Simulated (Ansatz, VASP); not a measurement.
# Two plane-wave programs on ScCuC4N4

```
Sc Cu C N
1.0
     6.14279    0.00000    0.00000
     0.00000    6.14279    0.00000
     0.00000    0.00000    6.14279
Sc Cu C N
1 1 4 4
Direct
  0.00000 0.00000 0.00000
  0.50000 0.50000 0.50000
  0.20842 0.20842 0.20842
  0.20842 0.79158 0.79158
  0.79158 0.20842 0.79158
  0.79158 0.79158 0.20842
  0.31826 0.31826 0.31826
  0.31826 0.68174 0.68174
  0.68174 0.31826 0.68174
  0.68174 0.68174 0.31826
```

Alike in both runs: task relaxation of cell and atoms; functional PBE; k mesh 6 × 6 × 6; occupations gaussian, width 0.02 eV; no spin polarisation.

|  | VASP | Ansatz |
| --- | --- | --- |
| version | VASP 6.6.1 | Ansatz 0.2.0 |
| potentials or method | VASP PAW PBE potentials, release 64 (Sc_sv, Cu, C, N), cutoff 600 eV | scalar-relativistic, plane waves, PAW |
| valence electrons in the cell | 58 | 66 |

Ansatz gave:

* gap on the k mesh at the Fermi level, each at its own relaxed structure (eV): 1.65
* relaxed volume (Å³/atom): 23.29
* relaxed length of the cell vector where the two differ most in proportion (Å): 6.153

Q: Which values does VASP return?

A: gap on the k mesh at the Fermi level, each at its own relaxed structure (eV): 1.66; relaxed volume (Å³/atom): 23.35; relaxed length of the cell vector where the two differ most in proportion (Å): 6.158.

VASP's potentials hold 58 valence electrons a cell and Ansatz's 66, so a difference there can come from the potentials and not from the codes.

Noted on VASP's run: the standard files for N, O and F lose accuracy on very short bonds.
